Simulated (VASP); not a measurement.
# Ag in VASP: notebook

Runs on Ag. Level: PBE+D3(BJ). Tasks: single point.

All numbers are computed with VASP 6.6.1; they aren't measurements. Logs are shortened: lines on timing, memory, paths and dates and some standing lists are left out, and cuts for length are marked.

### Step 1. The cell of the first run

The cell holds a slab with vacuum, 16 atoms: a = 5.761 Å, b = 5.761 Å, c = 22.110 Å, α = 90.00°, β = 90.00°, γ = 90.00°.

### Step 2. Single point, PBE+D3(BJ)

Input file INCAR:

```
  PREC = Accurate
  ENCUT = 520
  EDIFF = 1E-7
  ISMEAR = 0
  SIGMA = 0.1
  LREAL = Auto
  LASPH = True
  NELM = 100
  ALGO = Normal
  ISIF = 2
  LWAVE = False
  LCHARG = False
  LDIPOL = True
  IDIPOL = 3
  DIPOL = 0.5 0.5 0.500
  GGA = PE
  IVDW = 12
  NBANDS = 102
```

Input file KPOINTS:

```
regular mesh
0
Gamma
  3 3 1
```

Input file POSCAR:

```
Ag
1.0
    5.7606628207      0.0000000000      0.0000000000
    0.0000000000      5.7606628207      0.0000000000
    0.0000000000      0.0000000000     22.1101056170
Ag
16
Direct
    0.2500000000      0.2500000000      0.3618254991
    0.2500000000      0.7500000000      0.3618254991
    0.7500000000      0.2500000000      0.3618254991
    0.7500000000      0.7500000000      0.3618254991
    0.5000000000      0.5000000000      0.4539418330
    0.5000000000      0.0000000000      0.4539418330
    0.0000000000      0.5000000000      0.4539418330
    0.0000000000      0.0000000000      0.4539418330
    0.7500000000      0.7500000000      0.5468395129
    0.7500000000      0.2500000000      0.5468395129
    0.2500000000      0.7500000000      0.5468395129
    0.2500000000      0.2500000000      0.5468395129
    0.0000000000      0.0000000000      0.6385899117
    0.0000000000      0.5000000000      0.6385899117
    0.5000000000      0.0000000000      0.6385899117
    0.5000000000      0.5000000000      0.6385899117
```

Potentials or basis: VASP PAW PBE potentials, release 64 (Ag).

Command:

```
$ cat potpaw_PBE.64/Ag/POTCAR > POTCAR
$ mpirun -np 1 vasp_std > vasp.out
```

OUTCAR:

```text
PREC = Accurate
   ENCUT = 520
   EDIFF = 1E-7
   ISMEAR = 0
   LREAL = Auto
   LASPH = True
   NELM = 100
   ISIF = 2
   GGA = PE
   IVDW = 12
 IVDW          = 12

 ion  position               nearest neighbor table
   1  0.250  0.250  0.362-   5 2.88   6 2.88   7 2.88   8 2.88   2 2.88   3 2.88   2 2.88   3 2.88

   2  0.250  0.750  0.362-   5 2.88   6 2.88   7 2.88   8 2.88   1 2.88   4 2.88   1 2.88   4 2.88

   3  0.750  0.250  0.362-   5 2.88   6 2.88   7 2.88   8 2.88   1 2.88   4 2.88   4 2.88   1 2.88
[... 23 lines left out ...]
  15  0.500  0.000  0.639-   9 2.87  10 2.87  11 2.87  12 2.87  13 2.88  16 2.88  16 2.88  13 2.88

  16  0.500  0.500  0.639-   9 2.87  10 2.87  11 2.87  12 2.87  14 2.88  15 2.88  15 2.88  14 2.88

  LATTYP: Found a simple tetragonal cell.
 ALAT       =     5.7606628207
 C/A-ratio  =     3.8381183390

  Lattice vectors:

 A1 = (   5.7606628207,   0.0000000000,   0.0000000000)
 A2 = (   0.0000000000,   5.7606628207,   0.0000000000)
 A3 = (   0.0000000000,   0.0000000000,  22.1101056170)

Analysis of symmetry for initial positions (statically):
=====================================================================
 Subroutine PRICEL returns following result:

  LATTYP: Found a simple tetragonal cell.
 ALAT       =     2.8803314104
 C/A-ratio  =     7.6762366780

  Lattice vectors:

 A1 = (   2.8803314104,   0.0000000000,   0.0000000000)
 A2 = (   0.0000000000,   2.8803314104,   0.0000000000)
 A3 = (   0.0000000000,   0.0000000000,  22.1101056170)

   4 primitive cells build up your supercell.

 Routine SETGRP: Setting up the symmetry group for a
 simple tetragonal supercell.

 Subroutine GETGRP returns: Found  8 space group operations
 (whereof  8 operations were pure point group operations)
 out of a pool of 16 trial point group operations.

The static configuration has the point symmetry C_4v.

Analysis of symmetry for dynamics (positions and initial velocities):
=====================================================================
 Subroutine PRICEL returns following result:

  LATTYP: Found a simple tetragonal cell.
 ALAT       =     2.8803314104
 C/A-ratio  =     7.6762366780

  Lattice vectors:

 A1 = (   2.8803314104,   0.0000000000,   0.0000000000)
 A2 = (   0.0000000000,   2.8803314104,   0.0000000000)
 A3 = (   0.0000000000,   0.0000000000,  22.1101056170)

   4 primitive cells build up your supercell.

 Routine SETGRP: Setting up the symmetry group for a
 simple tetragonal supercell.

 Subroutine GETGRP returns: Found  8 space group operations
 (whereof  8 operations were pure point group operations)
 out of a pool of 16 trial point group operations.

The dynamic configuration has the point symmetry C_4v.

 Subroutine INISYM returns: Found  8 space group operations
 (whereof  8 operations are pure point group operations),
 and found     4 'primitive' translations

----------------------------------------------------------------------------------------

                                     Primitive cell

  volume of cell :     183.4323

  direct lattice vectors                    reciprocal lattice vectors
     2.880331410  0.000000000  0.000000000     0.347182271  0.000000000  0.000000000
     0.000000000  2.880331410  0.000000000     0.000000000  0.347182271  0.000000000
     0.000000000  0.000000000 22.110105617     0.000000000  0.000000000  0.045228187

  length of vectors
     2.880331410  2.880331410 22.110105617     0.347182271  0.347182271  0.045228187

  position of ions in fractional coordinates (direct lattice)
     0.500000000  0.500000000  0.361825499
     0.000000000  0.000000000  0.453941833
     0.500000000  0.500000000  0.546839513
     0.000000000  0.000000000  0.638589912

  ion indices of the primitive-cell ions
   primitive index   ion index
                 1           1
                 2           5
                 3          12
                 4          13

----------------------------------------------------------------------------------------

 KPOINTS: regular mesh

Automatic generation of k-mesh.
 Grid dimensions read from file:
 generate k-points for:    3    3    1

 Generating k-lattice:

  Cartesian coordinates                     Fractional coordinates (reciprocal lattice)
     0.057863712  0.000000000  0.000000000     0.333333333  0.000000000  0.000000000
     0.000000000  0.057863712  0.000000000     0.000000000  0.333333333  0.000000000
     0.000000000  0.000000000  0.045228187     0.000000000  0.000000000  1.000000000

  Length of vectors
     0.057863712  0.057863712  0.045228187

  Shift w.r.t. Gamma in fractional coordinates (k-lattice)
     0.000000000  0.000000000  0.000000000

 Subroutine IBZKPT returns following result:
 ===========================================

 Found      3 irreducible k-points:

 Following reciprocal coordinates:
            Coordinates               Weight
  0.000000  0.000000  0.000000      1.000000
  0.333333  0.000000  0.000000      4.000000
  0.333333  0.333333  0.000000      4.000000
   k-points           NKPTS =      3   k-points in BZ     NKDIM =      3   number of bands    NBANDS=    102
   number of dos      NEDOS =    301   number of ions     NIONS =     16
   total plane-waves  NPLWV = 387072
   dimension x,y,z NGX =    48 NGY =   48 NGZ =  168
   dimension x,y,z NGXF=    96 NGYF=   96 NGZF=  336
   ions per type =              16
   NGX,Y,Z   is equivalent  to a cutoff of  13.85, 13.85, 12.63 a.u.
   NGXF,Y,Z  is equivalent  to a cutoff of  27.70, 27.70, 25.26 a.u.
 SYSTEM =  unknown system
   PREC   = accura    normal or accurate (medium, high low for compatibility)
   ISTART =      0    job   : 0-new  1-cont  2-samecut
   ICHARG =      2    charge: 1-file 2-atom 10-const
   ISPIN  =      1    spin polarized calculation?
   LNONCOLLINEAR =      F non collinear calculations
   LSORBIT =      F    spin-orbit coupling
   LASPH  =      T    aspherical Exc in radial PAW
   ENCUT  =  520.0 eV  38.22 Ry    6.18 a.u.  10.71 10.71 41.11*2*pi/ulx,y,z
   NELM   =    100;   NELMIN=  2; NELMDL= -5     # of ELM steps
   EDIFF  = 0.1E-06   stopping-criterion for ELM
   LREAL  =      T    real-space projection
   EDIFFG = 0.1E-05   stopping-criterion for IOM
   NSW    =      0    number of steps for IOM
   IBRION =     -1    ionic relax: 0-MD 1-quasi-New 2-CG
   NFREE  =      0    steps in history (QN), initial steepest desc. (CG)
   ISIF   =      2    stress and relaxation
   ISYM   =      2    0-nonsym 1-usesym 2-fastsym
   POTIM  = 0.5000    time-step for ionic-motion
   TEBEG  =    0.0;   TEEND  =   0.0 temperature during run
   PSTRESS=    0.0 pullay stress
   NELECT =     176.0000    total number of electrons
   NUPDOWN=      -1.0000    fix difference up-down
   EMIN   =  10.00;   EMAX   =-10.00  energy-range for DOS
   EFERMI =   0.00;   METHOD = LEGACY
   ISMEAR =     0;   SIGMA  =   0.10  broadening in eV -4-tet -1-fermi 0-gaus
   EFERMI_NEDOS =   21; number of points for ismear=-14 and -15
   IALGO  =     38    algorithm
   IMIX   =      4    mixing-type and parameters
     AMIX     =   0.40;   BMIX     =  1.00
     AMIX_MAG =   1.60;   BMIX_MAG =  1.00
  volume/ion in A,a.u.               =      45.86       309.47
  Fermi-wavevector in a.u.,A,eV,Ry     =   1.017186  1.922203 14.077511  1.034668
  Thomas-Fermi vector in A             =   2.150573
   LORBIT       =      0    0 simple, 1 ext, 2 COOP (PROOUT), +10 PAW based schemes
   GGA     = PE    functional components
   LHFCALC =     F    Hartree Fock is set to
   AEXX    =    0.0000 exact exchange contribution
   IVDW    =    12    specifies the selected vdW correction
   LEPSILON=     F    determine dielectric tensor
   LRPA    =     F    only Hartree local field effects (RPA)
 non-spin polarized calculation
 Gauss-broadening in eV      SIGMA  =   0.10
  energy-cutoff  :      520.00
  volume of cell :      733.73
 maximum number of plane-waves:     19784
 NGX is ok and might be reduce to    48
   NGX = 21   NGY = 21   NGZ = 83

 dipolmoment           0.000000      0.000000      0.000187 electrons x Angstroem

 number of electron     175.9999914 magnetization

 dipolmoment           0.000000      0.000000     -0.000239 electrons x Angstroem

 Free energy of the ion-electron system (eV)
  ---------------------------------------------------
  ext. energy  EPLUGINS =         0.00000000
  ---------------------------------------------------
  free energy    TOTEN  =       -39.41472707 eV

  energy without entropy =      -39.31866273  energy(sigma->0) =      -39.36669490

 E-fermi :   0.6715     XC(G=0):  -5.3280

 val. band max:        0.6350771804   @ k =   0.3333   0.3333   0.0000
 cond. band min:       0.6721073161   @ k =   0.0000   0.0000   0.0000
 fundamental gap:      0.0370301357
 Fermi energy:         0.6715100609

 k-point     1 :       0.0000    0.0000    0.0000
  band No.  band energies     occupation
      1      -6.7850      2.00000
      2      -5.8082      2.00000
      3      -5.7053      2.00000
      4      -5.7004      2.00000
      5      -5.6594      2.00000
      6      -5.6459      2.00000
[... 92 lines left out ...]
     99       3.4453      0.00000
    100       4.5952      0.00000

 k-point     2 :       0.3333    0.0000    0.0000
  band No.  band energies     occupation
      1      -6.2784      2.00000
      2      -5.6253      2.00000
      3      -5.6036      2.00000
      4      -5.5363      2.00000
      5      -5.4512      2.00000
      6      -5.4471      2.00000
[... 92 lines left out ...]
     99       3.8867      0.00000
    100       4.2827      0.00000

 k-point     3 :       0.3333    0.3333    0.0000
  band No.  band energies     occupation
      1      -5.7909      2.00000
      2      -5.2794      2.00000
      3      -5.2794      2.00000
      4      -5.2732      2.00000
      5      -5.2490      2.00000
      6      -5.2447      2.00000
[... 92 lines left out ...]
     99       4.9351      0.00000
    100       5.1793      0.00000
 [bands above 100 left out]

------------------------ aborting loop because EDIFF is reached ----------------------------------------

 vacuum level on the upper side and lower side of the slab       (xc-potential included)        -0.063        -0.063

 Edisp (eV)   -6.86342

 E8    (eV) :    -3.1205

  FORCE on cell =-STRESS in cart. coord.  units (eV):
  Direction    XX          YY          ZZ          XY          YZ          ZX
  --------------------------------------------------------------------------------------
  -------------------------------------------------------------------------------------
  Total      -4.19135    -4.19135    -0.59737     0.00000    -0.00000     0.00000
  in kB      -9.15228    -9.15228    -1.30443     0.00000    -0.00000     0.00000
  external pressure =       -6.54 kB  Pullay stress =        0.00 kB

 VOLUME and BASIS-vectors are now :
 -----------------------------------------------------------------------------
  energy-cutoff  :      520.00
  volume of cell :      733.73
      direct lattice vectors                 reciprocal lattice vectors
     5.760662821  0.000000000  0.000000000     0.173591135  0.000000000  0.000000000
     0.000000000  5.760662821  0.000000000     0.000000000  0.173591135  0.000000000
     0.000000000  0.000000000 22.110105617     0.000000000  0.000000000  0.045228187

 POSITION                                       TOTAL-FORCE (eV/Angst)
 -----------------------------------------------------------------------------------
      1.44017      1.44017      8.00000         0.000000     -0.000000      0.035387
      1.44017      4.32050      8.00000         0.000000      0.000000      0.035387
      4.32050      1.44017      8.00000        -0.000000     -0.000000      0.035387
      4.32050      4.32050      8.00000        -0.000000      0.000000      0.035387
      2.88033      2.88033     10.03670         0.000000     -0.000000     -0.028550
      2.88033      0.00000     10.03670         0.000000     -0.000000     -0.028550
[... 8 lines left out ...]
      2.88033      0.00000     14.11929        -0.000000      0.000000     -0.008639
      2.88033      2.88033     14.11929        -0.000000      0.000000     -0.008639
 -----------------------------------------------------------------------------------
    total drift:                                0.000000      0.000000     -0.036778

  FREE ENERGIE OF THE ION-ELECTRON SYSTEM (eV)
  ---------------------------------------------------
  free  energy   TOTEN  =       -46.2781431153 eV

  energy  without entropy=      -46.1820787757  energy(sigma->0) =      -46.23011095

 vacuum level on the upper side and lower side of the slab         4.683         4.684
```

Wall time 13 min (1 thread of Intel Xeon Platinum 8259CL at 2.50GHz (Skylake/Cascade Lake), shared host); peak memory 0.76 GiB.

What came out:

| Item | Value |
| --- | --- |
| Free energy | -46.2781 eV |
| Largest force | 0.035 eV/Å |
| Band gap on the k mesh | zero (bands 88 and 89 overlap by 0.05 eV) |
| Dispersion energy per atom | -0.429 eV |

Forces in eV/Å, atoms in the order of the input:
```
Ag   0.000  0.000  0.035
Ag   0.000  0.000  0.035
Ag   0.000  0.000  0.035
Ag   0.000  0.000  0.035
Ag   0.000  0.000 -0.029
Ag   0.000  0.000 -0.029
Ag   0.000  0.000 -0.029
Ag   0.000  0.000 -0.029
Ag   0.000  0.000  0.002
Ag   0.000  0.000  0.002
Ag   0.000  0.000  0.002
Ag   0.000  0.000  0.002
Ag   0.000  0.000 -0.009
Ag   0.000  0.000 -0.009
Ag   0.000  0.000 -0.009
Ag   0.000  0.000 -0.009
```

Caveat: the k points lie up to 0.36 Å⁻¹ apart.

### Step 3. Single point, PBE+D3(BJ)

This run uses another cell than the first one.

Input file INCAR:

```
PREC = Accurate ; ENCUT = 520
EDIFF = 1E-6 ; ISMEAR = 0
SIGMA = 0.1 ; LREAL = Auto
LASPH = True ; NELM = 60
ALGO = Normal ; ISIF = 2
LWAVE = False ; LCHARG = True
LDIPOL = True ; IDIPOL = 3
DIPOL = 0.5 0.5 0.445 ; GGA = PE
IVDW = 12 ; LELF = True
LVHAR = True ; LVACPOTAV = True
NBANDS = 102
```

Input file KPOINTS:

```
Automatic mesh
0
Gamma
  3 3 1
```

Input file POSCAR:

```
Ag
1.0
    5.7606628207      0.0000000000      0.0000000000
    0.0000000000      5.7606628207      0.0000000000
    0.0000000000      0.0000000000     24.8594056170
Ag
16
Direct
    0.2500000000      0.2500000000      0.3218097859
    0.2500000000      0.7500000000      0.3218097859
    0.7500000000      0.2500000000      0.3218097859
    0.7500000000      0.7500000000      0.3218097859
    0.5000000000      0.5000000000      0.4037386101
    0.5000000000      0.0000000000      0.4037386101
    0.0000000000      0.5000000000      0.4037386101
    0.0000000000      0.0000000000      0.4037386101
    0.7491086841      0.7486078614      0.4868180261
    0.7491580724      0.2511069894      0.4866130495
    0.2509445508      0.7485914109      0.4868288384
    0.2509108672      0.2511393465      0.4865272244
    0.0001668304      0.0001986006      0.5686101057
    0.0002307975      0.4985367562      0.5678690822
    0.4998363466      0.0019339417      0.5671938461
    0.4997845120      0.4959068784      0.5705345126
```

Potentials or basis: VASP PAW PBE potentials, release 64 (Ag).

Command:

```
$ cat potpaw_PBE.64/Ag/POTCAR > POTCAR
$ mpirun -np 1 vasp_std > vasp.out
```

Run time: 12 min. Hardware: 1 thread of Intel Xeon 6975P-C (Granite Rapids), shared host; peak memory 0.91 GiB.

It converged, with:

| Property | Result |
| --- | --- |
| Free energy | -46.2653 eV |
| Largest force | 0.187 eV/Å |
| Band gap on the k mesh | zero (bands 88 and 89 overlap by 0.06 eV) |
| Dispersion energy per atom | -0.428 eV |

Forces on the atoms (eV/Å):
```
Ag   0.000 -0.001  0.037
Ag  -0.001  0.002  0.035
Ag   0.000 -0.001  0.037
Ag   0.001  0.002  0.035
Ag   0.001  0.007 -0.031
Ag   0.001 -0.008  0.001
Ag  -0.001  0.006 -0.006
Ag  -0.001 -0.007  0.021
Ag   0.020  0.020  0.005
Ag   0.036 -0.026 -0.020
Ag  -0.020  0.021 -0.001
Ag  -0.037 -0.028 -0.017
Ag  -0.005 -0.020 -0.065
Ag  -0.008  0.028  0.034
Ag   0.005 -0.099  0.087
Ag   0.007  0.108 -0.153
```

Levels at points of the mesh, in eV from the Fermi level:
```
           k point  band 87  band 88  band 89  band 90  band 91  band 92
(0.00, 0.00, 0.00)    -0.56    -0.39     0.00     0.00     0.00     0.01
```

Caveat: the k points lie up to 0.36 Å⁻¹ apart.

The gap in the log of VASP goes by the Fermi energy; the results here count the filled bands.